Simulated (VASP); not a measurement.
Wanted: the native input for a VASP 6.6.1 run.

| Quantity | Value |
| --- | --- |
| Task | relaxation of cell and atoms |
| Functional | PBE |
| Potentials or basis | VASP PAW PBE potentials, release 64 (Ta_pv) |
| Cutoff | 600 eV |
| k mesh | 9 × 9 × 12 |
| Occupations | fermi-dirac, width 0.1 eV |
| Spin | no spin polarisation |
| Target pressure | 120 GPa |
| Dipole correction | no |
| Further INCAR settings | ALGO = Normal; EDIFF = 1e-06; IBRION = 2; EDIFFG = -0.005; NSW = 60; ISIF = 3 |

The structure of Ta lies in POSCAR:

```
Ta
1.0
    4.2227739320      0.0000000000      0.0000000000
   -2.1113869660      3.6570294995      0.0000000000
    0.0000000000      0.0000000000      2.6181198378
Ta
3
Direct
    0.0000000000      0.0000000000      0.0000000000
    0.3333333333      0.6666666667      0.5000000000
    0.6666666667      0.3333333333      0.5000000000
```

This isn't the form of Ta at room conditions, which is bcc.

The input as run:

INCAR

```
SYSTEM = Ta
PREC = Accurate
ENCUT = 600
EDIFF = 1E-6
ISMEAR = -1
SIGMA = 0.1
LREAL = .FALSE.
LASPH = .TRUE.
NELM = 60
ALGO = Normal
ISIF = 3
LWAVE = .FALSE.
LCHARG = .FALSE.
GGA = PE
IBRION = 2
NSW = 60
EDIFFG = -0.005
PSTRESS = 1200.0
```

KPOINTS

```
Automatic mesh
0
G
  9 9 12
  0 0 0
```

Potentials or basis: VASP PAW PBE potentials, release 64 (Ta_pv).

The run is started by

```bash
$ cat potpaw_PBE.64/Ta_pv/POTCAR > POTCAR
$ mpirun -np 1 vasp_std > vasp.out
```

It gave:

The relaxed volume is 13.29 Å³/atom. The relaxed cell is a = 4.324 Å, b = 4.324 Å, c = 2.463 Å, α = 90.00°, β = 90.00°, γ = 120.00° and the space group after relaxing (to 0.1 Å) is P6/mmm (No. 191). The energy change on relaxing (the run minimises the enthalpy) is +2.6 meV/atom and the ionic steps are 12. The pressure after relaxing is 120.0 GPa. The band gap on the k mesh is zero (an odd number of electrons rules out a gap without spin polarisation).

Caveat: the cell is relaxed towards a set pressure, so the run minimises the enthalpy, not the energy; spin-orbit coupling is left out, which moves the levels of the heavy elements.

Run time: 10 min on 1 thread of Intel Xeon 8259CL, on a shared host, peak memory 0.24 GiB.
